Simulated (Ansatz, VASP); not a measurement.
# Two plane-wave programs on IrRu2

File INCAR:

```
  ALGO = Fast
  EDIFF = 1E-7
  ENCUT = 520
  GGA = PE
  ISIF = 2
  ISMEAR = 0
  ISPIN = 2
  LASPH = T
  LCHARG = F
  LMAXMIX = 4
  LORBIT = 11
  LREAL = F
  LWAVE = F
  MAGMOM = 1 1 1
  NBANDS = 30
  NELM = 150
  PREC = Accurate
  SIGMA = 0.1
```

Contents of KPOINTS:

```
k-points
0
Gamma
  8 8 8
```

File POSCAR:

```
IrRu2
1.0
   -1.3531298000      1.3531298000      5.7458812000
    1.3531298000     -1.3531298000      5.7458812000
    1.3531298000      1.3531298000     -5.7458812000
Ru Ir
2 1
Direct
    0.3313660000      0.3313660000      0.0000000000
    0.6686340000      0.6686340000      0.0000000000
    0.0000000000      0.0000000000      0.0000000000
```

Input for Ansatz:

```yaml
crystal:
  lattice:
    - [-1.3531298, 1.3531298, 5.7458812]
    - [1.3531298, -1.3531298, 5.7458812]
    - [1.3531298, 1.3531298, -5.7458812]
  atoms:
    - { symbol: Ru, position: [0.331366, 0.331366, 0.0], spin: 1.0 }
    - { symbol: Ru, position: [0.668634, 0.668634, 0.0], spin: 1.0 }
    - { symbol: Ir, position: [0.0, 0.0, 0.0], spin: 1.0 }
basis:
  ecutwfc: 420
kpoints:
  mp_grid: { grid: [8, 8, 8] }
hamiltonian:
  xc: pbe
scf:
  occupations: { method: gaussian, width: 0.1 }
  lower_state_search: "off"
output:
  forces: true
  stress: true
  eigenvalues: true
  populations: true
magnetization:
  spin_polarized: true
```

Alike in both runs: task single point; functional PBE; k mesh 8 × 8 × 8; occupations gaussian, width 0.1 eV; collinear spin.

```csv
,VASP,Ansatz
version,VASP 6.6.1,Ansatz 0.2.0
potentials or method,"VASP PAW PBE potentials, release 64 (Ru_pv, Ir), cutoff 520 eV","scalar-relativistic, plane waves, PAW"
valence electrons in the cell,37,49
```

Ansatz gave:

| Item | Value |
| --- | --- |
| gap on the k mesh at the Fermi level (eV) | none |
| pressure (GPa) | -0.2 |
| traceless stress, the component that is largest in VASP (GPa) | 1.03 |
| rms of the force components (eV/Å) | 0.038 |
| net moment per atom (μB) | 0.00 |

Question: Estimate VASP's values.

Answer: gap on the k mesh at the Fermi level (eV): none; pressure (GPa): -0.1; traceless stress, the component that is largest in VASP (GPa): 1.04; rms of the force components (eV/Å): 0.028; net moment per atom (μB): 0.00.

Atom by atom the forces differ by 0.010 eV/Å (rms over components). A gap of «none» marks a metal or a gap that the smearing closes. VASP's potentials hold 37 valence electrons a cell and Ansatz's 49, so a difference there can come from the potentials and not from the codes. Ansatz's warnings: seeded moment not kept.

The k mesh is coarse, so the values compare programs but aren't converged. Spin-orbit coupling is off throughout.
